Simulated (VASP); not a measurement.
Write the native input for VASP 6.6.1 that does the following.

| Quantity | Value |
| --- | --- |
| Task | single point |
| Functional | PBE |
| Potentials or basis | VASP PAW PBE potentials, release 64 (Li_sv, F) |
| Cutoff | 750 eV |
| k mesh | 10 × 10 × 10 |
| Occupations | gaussian, width 0.02 eV |
| Spin | no spin polarisation |
| Dipole correction | no |
| Further INCAR settings | ALGO = Normal; EDIFF = 1e-06; NBANDS = 12 |

The structure of LiF lies in POSCAR:

```
LiF
1.0
    0.0000000000      1.9922752211      1.9922752211
    1.9922752211      0.0000000000      1.9922752211
    1.9922752211      1.9922752211      0.0000000000
Li F
1 1
Direct
    0.0000000000      0.0000000000      0.0000000000
    0.5000000000      0.5000000000      0.5000000000
```

These files were run (other wordings do the same):

INCAR

```
SYSTEM = LiF
PREC = Accurate ; ENCUT = 750
EDIFF = 1E-6 ; ISMEAR = 0
SIGMA = 0.02 ; LREAL = .FALSE.
LASPH = .TRUE. ; NELM = 120
ALGO = Normal ; ISIF = 2
LWAVE = .FALSE. ; LCHARG = .TRUE.
GGA = PE ; LELF = .TRUE.
LVHAR = .TRUE. ; NBANDS = 12
GGA_COMPAT = .FALSE.
```

KPOINTS

```
regular mesh
0
G
  10 10 10
  0 0 0
```

Potentials or basis: VASP PAW PBE potentials, release 64 (Li_sv, F).

Command:

```sh
$ cat potpaw_PBE.64/Li_sv/POTCAR potpaw_PBE.64/F/POTCAR > POTCAR
$ mpirun -np 1 vasp_std > vasp.out
```

It gave:

| Quantity | Value |
| --- | --- |
| Pressure | 4.0 GPa |
| Band gap on the k mesh | 9.37 eV, direct |

Wall time 28 s on 1 thread of Intel Xeon 8259CL, with other jobs on the host, peak memory 0.15 GiB.
